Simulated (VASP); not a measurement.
# Cs2Sn2SBr4 (a cell with a defect) in VASP: settings compared

Cs2Sn2SBr4 (a cell with a defect) is run at these levels: PBEsol, revPBE; tasks: single point.

Program: VASP 6.6.1. These are calculated values, not measurements. Logs are shortened: lines on timing, memory, paths and dates and some standing lists are left out, and cuts for length are marked.

**1. The cell of the first run**

The cell holds a defect, 9 atoms: a = 11.500 Å, b = 5.750 Å, c = 5.750 Å, α = 90.00°, β = 90.00°, γ = 90.00°.

**2. Single point, PBEsol**

INCAR

```
ALGO = Normal
EDIFF = 1E-6
ENCUT = 520
GGA = PS
ISIF = 2
ISMEAR = -1
LASPH = T
LCHARG = F
LREAL = F
LWAVE = F
NBANDS = 50
NELECT = 78.0
NELM = 80
PREC = Accurate
SIGMA = 0.05
```

KPOINTS

```
Automatic mesh
0
Gamma
  2 2 2
  0.5 0.5 0.5
```

POSCAR

```
Cs2Sn2SBr4
1.0
   11.5000000000      0.0000000000      0.0000000000
    0.0000000000      5.7500000000      0.0000000000
    0.0000000000      0.0000000000      5.7500000000
Cs Sn Br S
2 2 4 1
Direct
    0.0015500000      0.0002270000      0.9955600000
    0.4989470000      0.0006930000      0.9972970000
    0.2493300000      0.4936980000      0.5016460000
    0.7472850000      0.4986610000      0.5067330000
    0.7508520000      0.5051480000      0.0023770000
    0.0002840000      0.5004790000      0.4960400000
    0.2531170000      0.9966000000      0.4987650000
    0.7510160000      0.9938260000      0.5067560000
    0.4998170000      0.4974520000      0.4981160000
```

Potentials or basis: VASP PAW PBE potentials, release 64 (Cs_sv, Sn_d, Br, S).

Launch:

```
cat potpaw_PBE.64/Cs_sv/POTCAR potpaw_PBE.64/Sn_d/POTCAR potpaw_PBE.64/Br/POTCAR potpaw_PBE.64/S/POTCAR > POTCAR
mpirun -np 1 vasp_std > vasp.out
```

OUTCAR:

```text
EDIFF = 1E-6
   ENCUT = 520
   GGA = PS
   ISIF = 2
   ISMEAR = -1
   LASPH = T
   LREAL = F
   NELECT = 78.0
   NELM = 80
   PREC = Accurate

 ion  position               nearest neighbor table
   1  0.002  0.000  0.996-
   2  0.499  0.001  0.997-
   3  0.249  0.494  0.502-   7 2.86   6 2.86   9 2.88   7 2.89
   4  0.747  0.499  0.507-   9 2.85   8 2.85   5 2.85   5 2.90   8 2.90   6 2.91
   5  0.751  0.505  0.002-   4 2.85   4 2.90
   6  0.000  0.500  0.496-   3 2.86   4 2.91
   7  0.253  0.997  0.499-   3 2.86   3 2.89
   8  0.751  0.994  0.507-   4 2.85   4 2.90
   9  0.500  0.497  0.498-   4 2.85   3 2.88

  LATTYP: Found a simple tetragonal cell.
 ALAT       =     5.7500000000
 C/A-ratio  =     2.0000000000

  Lattice vectors:

 A1 = (   0.0000000000,   5.7500000000,   0.0000000000)
 A2 = (   0.0000000000,   0.0000000000,   5.7500000000)
 A3 = (  11.5000000000,   0.0000000000,   0.0000000000)

Analysis of symmetry for initial positions (statically):
=====================================================================
 Subroutine PRICEL returns:
 Original cell was already a primitive cell.

 Routine SETGRP: Setting up the symmetry group for a
 simple tetragonal supercell.

 Subroutine GETGRP returns: Found  1 space group operations
 (whereof  1 operations were pure point group operations)
 out of a pool of 16 trial point group operations.

The static configuration has the point symmetry C_1 .

Analysis of symmetry for dynamics (positions and initial velocities):
=====================================================================
 Subroutine PRICEL returns:
 Original cell was already a primitive cell.

 Routine SETGRP: Setting up the symmetry group for a
 simple tetragonal supercell.

 Subroutine GETGRP returns: Found  1 space group operations
 (whereof  1 operations were pure point group operations)
 out of a pool of 16 trial point group operations.

The dynamic configuration has the point symmetry C_1 .

 Subroutine INISYM returns: Found  1 space group operations
 (whereof  1 operations are pure point group operations),
 and found     1 'primitive' translations

----------------------------------------------------------------------------------------

                                     Primitive cell

  volume of cell :     380.2188

  direct lattice vectors                    reciprocal lattice vectors
    11.500000000  0.000000000  0.000000000     0.086956522  0.000000000  0.000000000
     0.000000000  5.750000000  0.000000000     0.000000000  0.173913043  0.000000000
     0.000000000  0.000000000  5.750000000     0.000000000  0.000000000  0.173913043

  length of vectors
    11.500000000  5.750000000  5.750000000     0.086956522  0.173913043  0.173913043

  position of ions in fractional coordinates (direct lattice)
     0.001550000  0.000227000  0.995560000
     0.498947000  0.000693000  0.997297000
     0.249330000  0.493698000  0.501646000
     0.747285000  0.498661000  0.506733000
     0.750852000  0.505148000  0.002377000
     0.000284000  0.500479000  0.496040000
     0.253117000  0.996600000  0.498765000
     0.751016000  0.993826000  0.506756000
     0.499817000  0.497452000  0.498116000

  ion indices of the primitive-cell ions
   primitive index   ion index
                 1           1
                 2           2
                 3           3
                 4           4
                 5           5
                 6           6
                 7           7
                 8           8
                 9           9

----------------------------------------------------------------------------------------

 KPOINTS: Automatic mesh

Automatic generation of k-mesh.
 Grid dimensions read from file:
 generate k-points for:    2    2    2

 Generating k-lattice:

  Cartesian coordinates                     Fractional coordinates (reciprocal lattice)
     0.043478261  0.000000000  0.000000000     0.500000000  0.000000000  0.000000000
     0.000000000  0.086956522  0.000000000     0.000000000  0.500000000  0.000000000
     0.000000000  0.000000000  0.086956522     0.000000000  0.000000000  0.500000000

  Length of vectors
     0.043478261  0.086956522  0.086956522

  Shift w.r.t. Gamma in fractional coordinates (k-lattice)
     0.500000000  0.500000000  0.500000000

 Subroutine IBZKPT returns following result:
 ===========================================

 Found      4 irreducible k-points:

 Following reciprocal coordinates:
            Coordinates               Weight
  0.250000  0.250000  0.250000      2.000000
  0.250000 -0.250000  0.250000      2.000000
  0.250000 -0.250000 -0.250000      2.000000
  0.250000  0.250000 -0.250000      2.000000
   k-points           NKPTS =      4   k-points in BZ     NKDIM =      4   number of bands    NBANDS=     50
   number of dos      NEDOS =    301   number of ions     NIONS =      9
   total plane-waves  NPLWV = 207360
   dimension x,y,z NGX =    90 NGY =   48 NGZ =   48
   dimension x,y,z NGXF=   180 NGYF=   96 NGZF=   96
   ions per type =               2   2   4   1
   NGX,Y,Z   is equivalent  to a cutoff of  13.01, 13.88, 13.88 a.u.
   NGXF,Y,Z  is equivalent  to a cutoff of  26.02, 27.76, 27.76 a.u.
 SYSTEM =  unknown system
   PREC   = accura    normal or accurate (medium, high low for compatibility)
   ISTART =      0    job   : 0-new  1-cont  2-samecut
   ICHARG =      2    charge: 1-file 2-atom 10-const
   ISPIN  =      1    spin polarized calculation?
   LNONCOLLINEAR =      F non collinear calculations
   LSORBIT =      F    spin-orbit coupling
   LASPH  =      T    aspherical Exc in radial PAW
   ENCUT  =  520.0 eV  38.22 Ry    6.18 a.u.  21.38 10.69 10.69*2*pi/ulx,y,z
   NELM   =     80;   NELMIN=  2; NELMDL= -5     # of ELM steps
   EDIFF  = 0.1E-05   stopping-criterion for ELM
   LREAL  =      F    real-space projection
   EDIFFG = 0.1E-04   stopping-criterion for IOM
   NSW    =      0    number of steps for IOM
   IBRION =     -1    ionic relax: 0-MD 1-quasi-New 2-CG
   NFREE  =      0    steps in history (QN), initial steepest desc. (CG)
   ISIF   =      2    stress and relaxation
   ISYM   =      2    0-nonsym 1-usesym 2-fastsym
   POTIM  = 0.5000    time-step for ionic-motion
   TEBEG  =    0.0;   TEEND  =   0.0 temperature during run
   PSTRESS=    0.0 pullay stress
   NELECT =      78.0000    total number of electrons
   NUPDOWN=      -1.0000    fix difference up-down
   EMIN   =  10.00;   EMAX   =-10.00  energy-range for DOS
   EFERMI =   0.00;   METHOD = LEGACY
   ISMEAR =    -1;   SIGMA  =   0.05  broadening in eV -4-tet -1-fermi 0-gaus
   EFERMI_NEDOS =   21; number of points for ismear=-14 and -15
   IALGO  =     38    algorithm
   IMIX   =      4    mixing-type and parameters
     AMIX     =   0.40;   BMIX     =  1.00
     AMIX_MAG =   1.60;   BMIX_MAG =  1.00
  volume/ion in A,a.u.               =      42.25       285.09
  Fermi-wavevector in a.u.,A,eV,Ry     =   0.965521  1.824571 12.683778  0.932231
  Thomas-Fermi vector in A             =   2.095245
   LORBIT       =      0    0 simple, 1 ext, 2 COOP (PROOUT), +10 PAW based schemes
   GGA     = PS    functional components
   LHFCALC =     F    Hartree Fock is set to
   AEXX    =    0.0000 exact exchange contribution
   IVDW    =     0    specifies the selected vdW correction
   LEPSILON=     F    determine dielectric tensor
   LRPA    =     F    only Hartree local field effects (RPA)
 non-spin polarized calculation
  energy-cutoff  :      520.00
  volume of cell :      380.22
 maximum number of plane-waves:     10235
 NGX is ok and might be reduce to    90
   NGX = 43   NGY = 21   NGZ = 21

 number of electron      78.0000001 magnetization

 Free energy of the ion-electron system (eV)
  ---------------------------------------------------
  ext. energy  EPLUGINS =         0.00000000
  ---------------------------------------------------
  free energy    TOTEN  =       -31.71983348 eV

  energy without entropy =      -31.61123771  energy(sigma->0) =      -31.66553560

 E-fermi :  -0.2974     XC(G=0):  -7.3400

 val. band max:       -0.3598060954   @ k =   0.2500   0.2500   0.2500
 cond. band min:      -0.2380416252   @ k =   0.2500  -0.2500  -0.2500
 fundamental gap:      0.1217644702
 Fermi energy:        -0.2973704253

 k-point     1 :       0.2500    0.2500    0.2500
  band No.  band energies     occupation
      1     -21.4850      2.00000
      2     -21.4306      2.00000
      3     -21.4199      2.00000
      4     -21.3188      2.00000
      5     -21.2870      2.00000
      6     -20.9573      2.00000
[... 42 lines left out ...]
     49       6.3466      0.00000
     50       6.4144      0.00000

 k-point     2 :       0.2500   -0.2500    0.2500
  band No.  band energies     occupation
      1     -21.4850      2.00000
      2     -21.4306      2.00000
      3     -21.4199      2.00000
      4     -21.3188      2.00000
      5     -21.2870      2.00000
      6     -20.9573      2.00000
[... 42 lines left out ...]
     49       6.3510      0.00000
     50       6.4132      0.00000

 k-point     3 :       0.2500   -0.2500   -0.2500
  band No.  band energies     occupation
      1     -21.4850      2.00000
      2     -21.4306      2.00000
      3     -21.4199      2.00000
      4     -21.3188      2.00000
      5     -21.2870      2.00000
      6     -20.9573      2.00000
[... 42 lines left out ...]
     49       6.3470      0.00000
     50       6.4111      0.00000

 k-point     4 :       0.2500    0.2500   -0.2500
  band No.  band energies     occupation
      1     -21.4850      2.00000
      2     -21.4306      2.00000
      3     -21.4199      2.00000
      4     -21.3188      2.00000
      5     -21.2870      2.00000
      6     -20.9573      2.00000
[... 42 lines left out ...]
     49       6.3433      0.00000
     50       6.4168      0.00000

------------------------ aborting loop because EDIFF is reached ----------------------------------------

  FORCE on cell =-STRESS in cart. coord.  units (eV):
  Direction    XX          YY          ZZ          XY          YZ          ZX
  --------------------------------------------------------------------------------------
  -------------------------------------------------------------------------------------
  Total      -21.3201354    -17.3283596    -15.2878231     -0.0038160     -0.0150508      0.0127443
  in kB      -89.8394348    -73.0187688    -64.4202937     -0.0160801     -0.0634216      0.0537024
  external PRESSURE =     -75.7594991 kB  Pullay stress =       0.0000000 kB

 VOLUME and BASIS-vectors are now :
 -----------------------------------------------------------------------------
  energy-cutoff  :      520.00
  volume of cell :      380.22
      direct lattice vectors                 reciprocal lattice vectors
    11.500000000  0.000000000  0.000000000     0.086956522  0.000000000  0.000000000
     0.000000000  5.750000000  0.000000000     0.000000000  0.173913043  0.000000000
     0.000000000  0.000000000  5.750000000     0.000000000  0.000000000  0.173913043

 POSITION                                       TOTAL-FORCE (eV/Angst)
 -----------------------------------------------------------------------------------
      0.01783      0.00131      5.72447        -0.273215     -0.006961      0.009972
      5.73789      0.00398      5.73446         0.263749     -0.006805      0.008475
      2.86730      2.83876      2.88446         0.517854     -0.009136     -0.013392
      8.59378      2.86730      2.91371        -0.597902      0.042961      0.025807
      8.63480      2.90460      0.01367        -0.176417     -0.013570     -0.040093
      0.00327      2.87775      2.85223         0.146684     -0.010030      0.003950
      2.91085      5.73045      2.86790        -0.021709      0.013667      0.015825
      8.63668      5.71450      2.91385        -0.138485     -0.027610      0.001940
      5.74790      2.86035      2.86417         0.279441      0.017485     -0.012484
 -----------------------------------------------------------------------------------
    total drift:                                0.000055      0.000197      0.000052

  FREE ENERGIE OF THE ION-ELECTRON SYSTEM (eV)
  ---------------------------------------------------
  free  energy   TOTEN  =       -31.7198334809 eV

  energy  without entropy=      -31.6112377135  energy(sigma->0) =      -31.66553560
```

It took 2.1 min on 1 thread of AMD EPYC 7R43 (Zen 3), shared host; peak memory 0.49 GiB.

Results:

| Item | Value |
| --- | --- |
| Free energy | -31.7198 eV |
| Largest force | 0.600 eV/Å |

Forces in eV/Å, atoms in the order of the input:
```
Cs  -0.273 -0.007  0.010
Cs   0.264 -0.007  0.008
Sn   0.518 -0.009 -0.013
Sn  -0.598  0.043  0.026
Br  -0.176 -0.014 -0.040
Br   0.147 -0.010  0.004
Br  -0.022  0.014  0.016
Br  -0.138 -0.028  0.002
S    0.279  0.017 -0.012
```

Levels at points of the mesh, in eV from the Fermi level:
```csv
k point,band 36,band 37,band 38,band 39,band 40,band 41,band 42,band 43
"(0.25, 0.25, 0.25)",-0.81,-0.56,-0.26,-0.06,0.07,1.88,3.44,4.37
```

Caveat: the k points lie up to 0.55 Å⁻¹ apart; the cell carries a net charge on a neutralising background, which shifts energy and pressure; the cell is charged against a uniform background, so pressure and absolute levels hang on convention; the PAW data sets were made with another functional, which shifts forces and pressure a little; spin-orbit coupling is left out, which moves the levels of the heavy elements.

**3. Single point, revPBE**

INCAR

```
SYSTEM = Cs2Sn2SBr4
PREC     = Accurate       ! precision mode
ENCUT    = 520            ! plane-wave cutoff, eV
EDIFF    = 1E-6           ! SCF threshold, eV
ISMEAR   = -1             ! smearing method
SIGMA    = 0.05           ! smearing width, eV
LREAL    = .False.        ! projectors in reciprocal space
LASPH    = .True.         ! aspherical terms in the spheres
NELM     = 80             ! most SCF steps
ALGO     = Normal         ! electronic algorithm
ISIF     = 2              ! what is computed and relaxed
LWAVE    = .False.        ! write WAVECAR
LCHARG   = .False.        ! write CHGCAR
GGA      = RE             ! functional
NBANDS   = 50             ! bands
NELECT   = 78.0
```

KPOINTS is that of step 2.

POSCAR is that of step 2.

Potentials or basis: VASP PAW PBE potentials, release 64 (Cs_sv, Sn_d, Br, S).

Launch:

```
cat potpaw_PBE.64/Cs_sv/POTCAR potpaw_PBE.64/Sn_d/POTCAR potpaw_PBE.64/Br/POTCAR potpaw_PBE.64/S/POTCAR > POTCAR
mpirun -np 1 vasp_std > vasp.out
```

It took 2.2 min on 1 thread of AMD EPYC 7R43 (Zen 3), shared host; peak memory 0.49 GiB.

The run converged. Its results:

```yaml
Free_energy: -28.5749 eV
Largest_force: 0.674 eV/Å
```

Forces on the atoms (eV/Å):
```
Cs  -0.205 -0.005  0.018
Cs   0.201 -0.007  0.015
Sn   0.588 -0.005 -0.008
Sn  -0.673  0.030  0.021
Br  -0.159 -0.020 -0.033
Br   0.136 -0.012  0.000
Br  -0.030  0.008  0.011
Br  -0.131 -0.008 -0.009
S    0.272  0.019 -0.014
```

Levels at points of the mesh, in eV from the Fermi level:
```
           k point  band 35  band 36  band 37  band 38  band 39  band 40  band 41  band 42  band 43  band 44
(0.25, 0.25, 0.25)    -0.90    -0.84    -0.61    -0.27    -0.07     0.07     1.90     3.50     4.44     4.80
```

Caveat: the k points lie up to 0.55 Å⁻¹ apart; the cell carries a net charge on a neutralising background, which shifts energy and pressure; the cell is charged against a uniform background, so pressure and absolute levels hang on convention; the PAW data sets were made with another functional, which shifts forces and pressure a little; spin-orbit coupling is left out, which moves the levels of the heavy elements.
